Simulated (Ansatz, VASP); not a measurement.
## One calculation of Fe, two programs

Contents of INCAR:

```
PREC = Accurate
ENCUT = 520
EDIFF = 1E-7
ISMEAR = -1
SIGMA = 0.05
LREAL = False
LASPH = True
NELM = 150
ALGO = Normal
ISIF = 2
LWAVE = False
LCHARG = True
ISPIN = 2
MAGMOM = 1.18 -1.18
LORBIT = 11
LMAXMIX = 4
GGA = PS
LELF = True
LVHAR = True
NBANDS = 19
```

File KPOINTS:

```
regular mesh
0
Gamma
  21 21 15
```

The input POSCAR:

```
Fe
1.0
    2.3949354813      0.0000000000      0.0000000000
    0.0000000000      2.3949354813      0.0000000000
    0.0000000000      0.0000000000      3.5415172634
Fe
2
Direct
    1.0000000000      0.0000000000      0.0000000000
    0.5000000000      0.5000000000      0.5000000000
```

Input for Ansatz:

```yaml
crystal:
  lattice:
    - [2.3949354813, 0.0, 0.0]
    - [0.0, 2.3949354813, 0.0]
    - [0.0, 0.0, 3.5415172634]
  atoms:
    - { symbol: Fe, position: [1.0, 0.0, 0.0], spin: 1.18 }
    - { symbol: Fe, position: [0.5, 0.5, 0.5], spin: -1.18 }
hamiltonian:
  xc: pbesol
  pseudopotentials:
    kind: paw
    azcp:
      Fe: "pseudopotentials/Fe.paw.azcp"
basis:
  ecutwfc: 420
  fft_grid_basis: typed
kpoints:
  mp_grid: { grid: [21, 21, 15], shift: [0, 0, 0] }
magnetization:
  spin_polarized: true
scf:
  occupations: { method: fermi_dirac, width: 0.05 }
output:
  write_density: true
  write_potential: true
  elf: true
  volumetric_format: npy
```

Alike in both runs: task single point; functional PBEsol; k mesh 21 × 21 × 15; occupations fermi-dirac, width 0.05 eV; collinear spin.

|  | VASP | Ansatz |
| --- | --- | --- |
| version | VASP 6.6.1 | Ansatz 0.2.0 |
| potentials or method | VASP PAW PBE potentials, release 64 (Fe), cutoff 520 eV | plane waves (420 eV) with PAW, scalar-relativistic |
| valence electrons in the cell | 16 | 32 |

|  | VASP | Ansatz | Ansatz less VASP |
| --- | --- | --- | --- |
| net moment per atom (μB) | 0.00 | 0.00 | 0.000 |
| size of the moment on the site where the two differ most (μB) | 1.23 | 1.19 | -0.039 |

VASP's potentials were made for PBE, not for PBEsol, and Ansatz warns of the same on its side. Site moments also hang on the region over which each program counts them. The functional is the same, so the differences come from potentials, cutoffs and numerics. VASP's potentials hold 16 valence electrons a cell and Ansatz's 32, so a difference there can come from the potentials and not from the codes.
